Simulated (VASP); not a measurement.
Set up this calculation in VASP 6.6.1, as the native input.

- Task: single point
- Functional: r2SCAN
- Potentials or basis: VASP PAW PBE potentials, release 64 (Pd)
- Cutoff: 520 eV
- k mesh: 12 × 12 × 12
- Occupations: fermi-dirac, width 0.05 eV
- Spin: no spin polarisation
- Dipole correction: no
- Further INCAR settings: ALGO = Normal; EDIFF = 1e-06; NBANDS = 11

The system is Pd.

```
Pd
1.0
    -1.54018    1.54018    1.54018
     1.54018   -1.54018    1.54018
     1.54018    1.54018   -1.54018
Pd
1
Direct
  0.00000 0.00000 0.00000
```

These files were run (other wordings do the same):

POSCAR

```
Pd
1.0
   -1.5401846266      1.5401846266      1.5401846266
    1.5401846266     -1.5401846266      1.5401846266
    1.5401846266      1.5401846266     -1.5401846266
Pd
1
Direct
    0.0000000000      0.0000000000      0.0000000000
```

INCAR.step1

```
ALGO     = Normal         # electronic algorithm
EDIFF    = 1E-4           # SCF threshold, eV
ENCUT    = 520            # plane-wave cutoff, eV
GGA      = PE             # functional
ISMEAR   = -1             # smearing method
LASPH    = True           # aspherical terms in the spheres
LCHARG   = False          # write CHGCAR
LREAL    = False          # projectors in reciprocal space
LWAVE    = True           # write WAVECAR
NBANDS   = 11             # bands
NELM     = 80             # most SCF steps
PREC     = Accurate       # precision mode
SIGMA    = 0.05           # smearing width, eV
```

INCAR.step2

```
ALGO     = Normal         # electronic algorithm
EDIFF    = 1E-6           # SCF threshold, eV
ENCUT    = 520            # plane-wave cutoff, eV
ISIF     = 2              # what is computed and relaxed
ISMEAR   = -1             # smearing method
ISTART   = 1            
LASPH    = True           # aspherical terms in the spheres
LCHARG   = False          # write CHGCAR
LMIXTAU  = True         
LREAL    = False          # projectors in reciprocal space
LWAVE    = False          # write WAVECAR
METAGGA  = R2SCAN         # meta-GGA
NBANDS   = 11             # bands
NELM     = 80             # most SCF steps
PREC     = Accurate       # precision mode
SIGMA    = 0.05           # smearing width, eV
```

KPOINTS

```
k-points
0
Gamma
  12 12 12
```

Potentials or basis: VASP PAW PBE potentials, release 64 (Pd).

Run with:

```bash
$ cat potpaw_PBE.64/Pd/POTCAR > POTCAR
$ cp INCAR.step1 INCAR
$ mpirun -np 1 vasp_std > vasp.out
$ cp INCAR.step2 INCAR
$ mpirun -np 1 vasp_std > vasp.out
```

Results of the run:

* Pressure: 6.2 GPa
* Band gap on the k mesh: zero (band 5 reaches 10.42 eV, above the bottom of band 6 at 8.59 eV)

Caveat: the PAW data sets were made with another functional, which shifts forces and pressure a little.

Run time: 18 s on 1 thread of Intel(R) Xeon(R) 6975P-C (Granite Rapids) (shared host), peak memory 0.13 GiB.
